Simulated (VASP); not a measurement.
# LiH (a cell with a defect) in VASP: notebook

Runs on LiH (a cell with a defect). Level: PBEsol. Tasks: single point, relaxation of the atoms.

Program: VASP 6.6.1. These are calculated values, not measurements. Logs are shortened: lines on timing, memory, paths and dates and some standing lists are left out, and cuts for length are marked.

### 1 The cell of the first run

The cell holds a defect, 62 atoms: a = 7.960 Å, b = 7.960 Å, c = 7.960 Å, α = 90.00°, β = 90.00°, γ = 90.00°.

### 2 Single point, PBEsol

Contents of INCAR:

```
SYSTEM = LiH
PREC     = Accurate       ! precision mode
ENCUT    = 650            ! plane-wave cutoff, eV
EDIFF    = 1E-6           ! SCF threshold, eV
ISMEAR   = -1             ! smearing method
SIGMA    = 0.05           ! smearing width, eV
LREAL    = Auto         
LASPH    = .TRUE.         ! aspherical terms in the spheres
NELM     = 120            ! most SCF steps
ALGO     = Normal         ! electronic algorithm
ISIF     = 2              ! what is computed and relaxed
LWAVE    = .FALSE.        ! write WAVECAR
LCHARG   = .FALSE.        ! write CHGCAR
GGA      = PS             ! functional
NBANDS   = 99             ! bands
ISYM     = -1           
GGA_COMPAT= .FALSE.
```

Contents of KPOINTS:

```
explicit points
1
Reciprocal
  0.25000000   0.25000000   0.25000000 1
```

Contents of POSCAR:

```
LiH
1.0
    7.9599380000      0.0000000000      0.0000000000
    0.0000000000      7.9599380000      0.0000000000
    0.0000000000      0.0000000000      7.9599380000
H Li
31 31
Direct
    0.2505250000      0.0003940000      0.9997870000
    0.2507260000      0.0019660000      0.4997780000
    0.2506400000      0.5005190000      0.0013610000
    0.7506010000      0.0004310000      0.9998490000
    0.7506300000      0.0004120000      0.4994130000
    0.7506390000      0.5001030000      0.9999070000
    0.7521750000      0.5005690000      0.4998540000
    0.0019210000      0.2514520000      0.9830100000
    0.0046460000      0.2544200000      0.5128560000
    0.0016560000      0.7481860000      0.9970810000
    0.0059230000      0.7451660000      0.5018600000
    0.4983170000      0.2513870000      0.9971390000
    0.4955890000      0.2558210000      0.5019070000
    0.4992650000      0.7490060000      0.9989120000
    0.4958690000      0.7456840000      0.5003240000
    0.0017500000      0.9836530000      0.2508120000
    0.0016270000      0.9977540000      0.7474350000
    0.0043830000      0.5134760000      0.2536820000
    0.0060470000      0.5025330000      0.7445260000
    0.4981940000      0.9976130000      0.2508240000
    0.4991840000      0.9996050000      0.7483360000
    0.4953040000      0.5024990000      0.2551320000
    0.4962230000      0.5008550000      0.7451890000
    0.2637050000      0.2541530000      0.2536820000
    0.2527700000      0.2559050000      0.7442790000
    0.2526490000      0.7449470000      0.2552320000
    0.2511120000      0.7457090000      0.7450780000
    0.7337930000      0.2514810000      0.2510320000
    0.7480680000      0.2515840000      0.7476540000
    0.7479090000      0.7482970000      0.2507720000
    0.7497960000      0.7491850000      0.7484020000
    0.9996540000      0.0062930000      0.0057340000
    0.9968410000      0.0062180000      0.4934890000
    0.9967000000      0.4941850000      0.0055990000
    0.9800150000      0.4937410000      0.4931360000
    0.5014990000      0.0019970000      0.0015700000
    0.5043130000      0.0023850000      0.4981730000
    0.5043730000      0.4987760000      0.0018130000
    0.5243280000      0.4985970000      0.4980430000
    0.2443330000      0.2464660000      0.0056310000
    0.2439660000      0.2298380000      0.4930720000
    0.2491160000      0.7539400000      0.0018920000
    0.2488320000      0.7740310000      0.4980140000
    0.7566850000      0.2492960000      0.0058980000
    0.7564800000      0.2466270000      0.4934130000
    0.7522140000      0.7513220000      0.0013930000
    0.7528670000      0.7540520000      0.4982420000
    0.2444020000      0.0061420000      0.2459770000
    0.2491480000      0.0026030000      0.7535350000
    0.2438420000      0.4935610000      0.2292030000
    0.2488230000      0.4986030000      0.7733560000
    0.7566170000      0.0062010000      0.2487630000
    0.7521720000      0.0022660000      0.7506140000
    0.7563100000      0.4941510000      0.2459560000
    0.7528240000      0.4988770000      0.7534890000
    0.0012140000      0.2510430000      0.7482250000
    0.0012190000      0.7488810000      0.2503780000
    0.0012020000      0.7498640000      0.7491520000
    0.4991160000      0.2509010000      0.2504060000
    0.5000620000      0.2510920000      0.7490790000
    0.4998980000      0.7496290000      0.2504440000
    0.5002810000      0.7499620000      0.7494360000
```

Potentials or basis: VASP PAW PBE potentials, release 64 (H, Li_sv).

The run is started by

```bash
cat potpaw_PBE.64/H/POTCAR potpaw_PBE.64/Li_sv/POTCAR > POTCAR
mpirun -np 1 vasp_std > vasp.out
```

OUTCAR:

```text
SYSTEM = LiH
   PREC = Accurate
   ENCUT = 650
   EDIFF = 1E-6
   ISMEAR = -1
   LREAL = Auto
   LASPH = .TRUE.
   NELM = 120
   ISIF = 2
   GGA = PS
   ISYM = -1

 ion  position               nearest neighbor table
   1  0.251  0.000  1.000-
   2  0.251  0.002  0.500-
   3  0.251  0.501  0.001-
   4  0.751  0.000  1.000-
   5  0.751  0.000  0.499-
   6  0.751  0.500  1.000-
[... 54 lines left out ...]
  61  0.500  0.750  0.250-
  62  0.500  0.750  0.749-

IMPORTANT INFORMATION: All symmetrisations will be switched off!
NOSYMM: (Re-)initialisation of all symmetry stuff for point group C_1.

----------------------------------------------------------------------------------------

                                     Primitive cell

  volume of cell :     504.3466

  direct lattice vectors                    reciprocal lattice vectors
     7.959938000  0.000000000  0.000000000     0.125629119  0.000000000  0.000000000
     0.000000000  7.959938000  0.000000000     0.000000000  0.125629119  0.000000000
     0.000000000  0.000000000  7.959938000     0.000000000  0.000000000  0.125629119

  length of vectors
     7.959938000  7.959938000  7.959938000     0.125629119  0.125629119  0.125629119

  position of ions in fractional coordinates (direct lattice)
     0.250525000  0.000394000  0.999787000
     0.250726000  0.001966000  0.499778000
     0.250640000  0.500519000  0.001361000
     0.750601000  0.000431000  0.999849000
     0.750630000  0.000412000  0.499413000
     0.750639000  0.500103000  0.999907000
[... 54 lines left out ...]
     0.499898000  0.749629000  0.250444000
     0.500281000  0.749962000  0.749436000

  ion indices of the primitive-cell ions
   primitive index   ion index
                 1           1
                 2           2
                 3           3
                 4           4
                 5           5
                 6           6
[... 54 lines left out ...]
                61          61
                62          62

----------------------------------------------------------------------------------------

 KPOINTS: explicit points

Read explicit list of k-points.

 Found      1 k-points:

 Following reciprocal coordinates:
            Coordinates               Weight
  0.250000  0.250000  0.250000      1.000000
   k-points           NKPTS =      1   k-points in BZ     NKDIM =      1   number of bands    NBANDS=     99
   number of dos      NEDOS =    301   number of ions     NIONS =     62
   total plane-waves  NPLWV = 343000
   dimension x,y,z NGX =    70 NGY =   70 NGZ =   70
   dimension x,y,z NGXF=   140 NGYF=  140 NGZF=  140
   ions per type =              31  31
   NGX,Y,Z   is equivalent  to a cutoff of  14.62, 14.62, 14.62 a.u.
   NGXF,Y,Z  is equivalent  to a cutoff of  29.24, 29.24, 29.24 a.u.
 SYSTEM =  LiH
   PREC   = accura    normal or accurate (medium, high low for compatibility)
   ISTART =      0    job   : 0-new  1-cont  2-samecut
   ICHARG =      2    charge: 1-file 2-atom 10-const
   ISPIN  =      1    spin polarized calculation?
   LNONCOLLINEAR =      F non collinear calculations
   LSORBIT =      F    spin-orbit coupling
   LASPH  =      T    aspherical Exc in radial PAW
   ENCUT  =  650.0 eV  47.77 Ry    6.91 a.u.  16.55 16.55 16.55*2*pi/ulx,y,z
   NELM   =    120;   NELMIN=  2; NELMDL= -5     # of ELM steps
   EDIFF  = 0.1E-05   stopping-criterion for ELM
   LREAL  =      T    real-space projection
   EDIFFG = 0.1E-04   stopping-criterion for IOM
   NSW    =      0    number of steps for IOM
   IBRION =     -1    ionic relax: 0-MD 1-quasi-New 2-CG
   NFREE  =      0    steps in history (QN), initial steepest desc. (CG)
   ISIF   =      2    stress and relaxation
   ISYM   =     -1    0-nonsym 1-usesym 2-fastsym
   POTIM  = 0.5000    time-step for ionic-motion
   TEBEG  =    0.0;   TEEND  =   0.0 temperature during run
   PSTRESS=    0.0 pullay stress
   NELECT =     124.0000    total number of electrons
   NUPDOWN=      -1.0000    fix difference up-down
   EMIN   =  10.00;   EMAX   =-10.00  energy-range for DOS
   EFERMI =   0.00;   METHOD = LEGACY
   ISMEAR =    -1;   SIGMA  =   0.05  broadening in eV -4-tet -1-fermi 0-gaus
   EFERMI_NEDOS =   21; number of points for ismear=-14 and -15
   IALGO  =     38    algorithm
   IMIX   =      4    mixing-type and parameters
     AMIX     =   0.40;   BMIX     =  1.00
     AMIX_MAG =   1.60;   BMIX_MAG =  1.00
  volume/ion in A,a.u.               =       8.13        54.90
  Fermi-wavevector in a.u.,A,eV,Ry     =   1.025587  1.938078 14.310989  1.051828
  Thomas-Fermi vector in A             =   2.159435
   LORBIT       =      0    0 simple, 1 ext, 2 COOP (PROOUT), +10 PAW based schemes
   GGA     = PS    functional components
   LHFCALC =     F    Hartree Fock is set to
   AEXX    =    0.0000 exact exchange contribution
   IVDW    =     0    specifies the selected vdW correction
   LEPSILON=     F    determine dielectric tensor
   LRPA    =     F    only Hartree local field effects (RPA)
 non-spin polarized calculation
  energy-cutoff  :      650.00
  volume of cell :      504.35
 maximum number of plane-waves:     19000
 NGX is ok and might be reduce to    70
   NGX = 33   NGY = 33   NGZ = 33

 number of electron     124.0000011 magnetization

 Free energy of the ion-electron system (eV)
  ---------------------------------------------------
  ext. energy  EPLUGINS =         0.00000000
  ---------------------------------------------------
  free energy    TOTEN  =      -188.23282697 eV

  energy without entropy =     -188.23282697  energy(sigma->0) =     -188.23282697

 E-fermi :   1.0190     XC(G=0):  -8.5416

 val. band max:       -0.3129759392   @ k =   0.2500   0.2500   0.2500
 cond. band min:       2.3929704446   @ k =   0.2500   0.2500   0.2500
 fundamental gap:      2.7059463838
 Fermi energy:         1.0189710007

 k-point     1 :       0.2500    0.2500    0.2500
  band No.  band energies     occupation
      1     -43.8740      2.00000
      2     -43.8693      2.00000
      3     -43.8680      2.00000
      4     -43.7240      2.00000
      5     -43.7169      2.00000
      6     -43.7161      2.00000
[... 66 lines left out ...]
     73       5.0646      0.00000
     74       5.0653      0.00000
 [bands above 74 left out]

------------------------ aborting loop because EDIFF is reached ----------------------------------------

  FORCE on cell =-STRESS in cart. coord.  units (eV):
  Direction    XX          YY          ZZ          XY          YZ          ZX
  --------------------------------------------------------------------------------------
  -------------------------------------------------------------------------------------
  Total       -0.3091001     -0.2550073     -0.2516057     -0.1034636     -0.0871780     -0.0917570
  in kB       -0.9819304     -0.8100915     -0.7992857     -0.3286770     -0.2769416     -0.2914881
  external PRESSURE =      -0.8637692 kB  Pullay stress =       0.0000000 kB

 VOLUME and BASIS-vectors are now :
 -----------------------------------------------------------------------------
  energy-cutoff  :      650.00
  volume of cell :      504.35
      direct lattice vectors                 reciprocal lattice vectors
     7.959938000  0.000000000  0.000000000     0.125629119  0.000000000  0.000000000
     0.000000000  7.959938000  0.000000000     0.000000000  0.125629119  0.000000000
     0.000000000  0.000000000  7.959938000     0.000000000  0.000000000  0.125629119

 POSITION                                       TOTAL-FORCE (eV/Angst)
 -----------------------------------------------------------------------------------
      1.99416      0.00314      7.95824         0.001733     -0.002289     -0.001446
      1.99576      0.01565      3.97820         0.000730     -0.014112      0.002342
      1.99508      3.98410      0.01083         0.002490     -0.000054     -0.015744
      5.97474      0.00343      7.95874        -0.001169     -0.001867     -0.003209
      5.97497      0.00328      3.97530        -0.000672     -0.000565      0.006672
      5.97504      3.98079      7.95920        -0.000879      0.005856     -0.003387
[... 54 lines left out ...]
      3.97916      5.96700      1.99352        -0.001438      0.000569      0.001983
      3.98221      5.96965      5.96546        -0.002001      0.001786      0.002036
 -----------------------------------------------------------------------------------
    total drift:                                0.003700      0.004406      0.015053

  FREE ENERGIE OF THE ION-ELECTRON SYSTEM (eV)
  ---------------------------------------------------
  free  energy   TOTEN  =      -188.2328269709 eV

  energy  without entropy=     -188.2328269709  energy(sigma->0) =     -188.23282697
```

Wall time 2.8 min (1 thread of Intel Xeon Platinum 8375C at 2.90GHz (Ice Lake), shared host); peak memory 0.65 GiB.

What came out:

```yaml
Free_energy: -188.2328 eV
Pressure: -0.1 GPa
Largest_force: 0.016 eV/Å
Band_gap_on_the_k_mesh: 2.71 eV
```

Forces in eV/Å, atoms in the order of the input:
```
H    0.002 -0.002 -0.001
H    0.001 -0.014  0.002
H    0.002  0.000 -0.016
H   -0.001 -0.002 -0.003
H   -0.001 -0.001  0.007
H   -0.001  0.006 -0.003
H   -0.012  0.001  0.001
H   -0.003  0.001  0.002
H    0.000  0.001 -0.004
H   -0.002 -0.001 -0.002
H    0.004  0.001 -0.003
H    0.001 -0.001 -0.002
H   -0.002  0.002 -0.004
H   -0.002 -0.002  0.002
H    0.007  0.005 -0.007
H    0.001  0.001  0.001
H   -0.001 -0.001  0.000
H    0.003 -0.003  0.002
H    0.001 -0.002  0.001
H    0.002 -0.001 -0.002
H    0.000  0.002 -0.001
H    0.002 -0.004  0.004
H    0.002 -0.005  0.005
H   -0.003  0.004  0.002
H   -0.002  0.001  0.004
H   -0.002  0.002  0.002
H   -0.006  0.005  0.006
H    0.004  0.000 -0.003
H   -0.002 -0.004 -0.003
H   -0.002 -0.003 -0.001
H    0.002 -0.004 -0.001
Li  -0.002  0.005  0.003
Li   0.001  0.003 -0.003
Li   0.003 -0.003  0.002
Li   0.012 -0.004 -0.005
Li   0.006  0.007  0.003
Li   0.002  0.008 -0.004
Li   0.001 -0.004  0.007
Li  -0.010 -0.002 -0.004
Li   0.002  0.005  0.003
Li  -0.001  0.011 -0.002
Li  -0.003 -0.003  0.006
Li  -0.004 -0.005 -0.002
Li   0.001  0.003  0.002
Li   0.000  0.003 -0.002
Li   0.001 -0.001  0.004
Li  -0.001 -0.001 -0.006
Li  -0.002  0.001  0.003
Li  -0.003  0.003 -0.007
Li  -0.001  0.001  0.009
Li  -0.003 -0.002  0.000
Li   0.000  0.007  0.002
Li   0.002 -0.002 -0.001
Li   0.004  0.000  0.001
Li   0.002 -0.004 -0.003
Li   0.003 -0.003  0.001
Li   0.002 -0.003  0.000
Li   0.005 -0.003 -0.002
Li  -0.003  0.001  0.000
Li  -0.003 -0.002  0.005
Li  -0.001  0.001  0.002
Li  -0.002  0.002  0.002
```

Levels at points of the mesh, in eV from the valence-band top:
```
           k point  band 58  band 59  band 60  band 61  band 62  band 63  band 64  band 65  band 66  band 67
(0.25, 0.25, 0.25)    -0.39    -0.33    -0.31     0.00     0.00     2.71     4.47     4.47     4.70     4.93
```

Caveat: the PAW data sets were made with another functional, which shifts forces and pressure a little.

[end of part 1 of 2]
